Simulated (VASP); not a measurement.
CuO, 4 atoms in the cell. The typed cell holds 4 atoms: a = 2.808 Å, b = 2.808 Å, c = 5.086 Å, α = 90.01°, β = 90.01°, γ = 89.80°.  This cell differs from its parent crystal: volume scaled by 0.94, then relaxed in part.

| Item | Value |
| --- | --- |
| Program | VASP 6.6.1 |
| Task | single point |
| Functional | PBEsol |
| Potentials or basis | VASP PAW PBE potentials, release 64 (Cu, O) |
| Cutoff | 520 eV |
| k mesh | 16 × 16 × 8 |
| Occupations | gaussian, width 0.1 eV |
| Spin | no spin polarisation |
| Dipole correction | no |
| Further INCAR settings | ALGO = Normal; EDIFF = 1e-06; NBANDS = 25 |

Potentials or basis: VASP PAW PBE potentials, release 64 (Cu, O).

Command:

```console
$ cat potpaw_PBE.64/Cu/POTCAR potpaw_PBE.64/O/POTCAR > POTCAR
$ mpirun -np 1 vasp_std > vasp.out
```

Hardware: 1 thread of Intel(R) Xeon(R) 6975P-C (Granite Rapids), with other jobs on the host.

Task: How long does it take, and how much memory?

Result: Wall time 3.4 min on 1 thread of Intel(R) Xeon(R) 6975P-C (Granite Rapids), on a shared host, peak memory 0.53 GiB. Counts: scf iterations 15, k points 554.
